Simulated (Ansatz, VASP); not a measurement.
Al2SiF2 in VASP and in Ansatz

```
Al Si F
1.0
     3.05049    0.00000    0.00000
    -1.52524    2.64180    0.00000
     0.00000    0.00000    8.99220
Al Si F
2 1 2
Direct
  0.66667 0.33333 0.78665
  0.33333 0.66667 0.21335
  0.00000 0.00000 0.00000
  0.33333 0.66667 0.65774
  0.66667 0.33333 0.34226
```

Alike in both runs: functional PBE; k mesh 4 × 4 × 2; occupations gaussian, width 0.15 eV; no spin polarisation.

Ansatz relaxed the structure, and its values are those at the end. VASP's run is a single point on that final structure, the one shown.

```csv
,VASP,Ansatz
version,VASP 6.6.1,Ansatz 0.2.0
potentials or method,"VASP PAW PBE potentials, release 64 (Al, Si, F), cutoff 600 eV","scalar-relativistic, plane waves, PAW"
valence electrons in the cell,24,24
```

```tsv
	VASP	Ansatz	Ansatz less VASP
gap on the k mesh at the Fermi level (eV)	none	none	-
pressure (GPa)	0.0	0.2	+0.17
rms of the force components (eV/Å)	0.022	0.020	-0.0014
```

A gap of «none» marks a metal or a gap that the smearing closes.

The k mesh is coarse, so the values compare programs but aren't converged.
